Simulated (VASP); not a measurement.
A run of VASP 6.6.1:

Contents of POSCAR:

```
W
1.0
    2.7656173692      0.0000000000      0.0000000000
   -1.3828086846      2.3950948989      0.0000000000
    0.0000000000      0.0000000000      9.8669796411
W
4
Direct
    0.0000000000      0.0000000000      0.0000000000
    0.0000000000      0.0000000000      0.5000000000
    0.3333333333      0.6666666667      0.7500000000
    0.6666666667      0.3333333333      0.2500000000
```

The input INCAR.step1:

```
  PREC = Accurate
  ENCUT = 600
  ISMEAR = 0
  SIGMA = 0.1
  LREAL = False
  LASPH = True
  NELM = 60
  GGA = PE
  ALGO = Normal
  EDIFF = 1E-4
  LWAVE = True
  LCHARG = False
```

The input INCAR.step2:

```
  PREC = Accurate
  ENCUT = 600
  EDIFF = 1E-6
  ISMEAR = 0
  SIGMA = 0.1
  LREAL = False
  LASPH = True
  NELM = 60
  ALGO = Normal
  ISIF = 3
  LWAVE = False
  LCHARG = False
  METAGGA = R2SCAN
  LMIXTAU = True
  IBRION = 2
  NSW = 90
  EDIFFG = -0.04
  ISTART = 1
```

Contents of KPOINTS:

```
regular mesh
0
Gamma
  9 9 2
```

Potentials or basis: VASP PAW PBE potentials, release 64 (W_sv).

Command:

```bash
$ cat potpaw_PBE.64/W_sv/POTCAR > POTCAR
$ cp INCAR.step1 INCAR
$ mpirun -np 1 vasp_std > vasp.out
$ cp INCAR.step2 INCAR
$ mpirun -np 1 vasp_std > vasp.out
```

Hardware: 1 thread of Intel(R) Xeon(R) 6975P-C (Granite Rapids), on a shared host.

Question: How long does it take, and how much memory?

Answer: It took 6.3 min on 1 thread of Intel(R) Xeon(R) 6975P-C (Granite Rapids), on a shared host, peak memory 0.25 GiB. Counts: k points 24, ion steps 5.
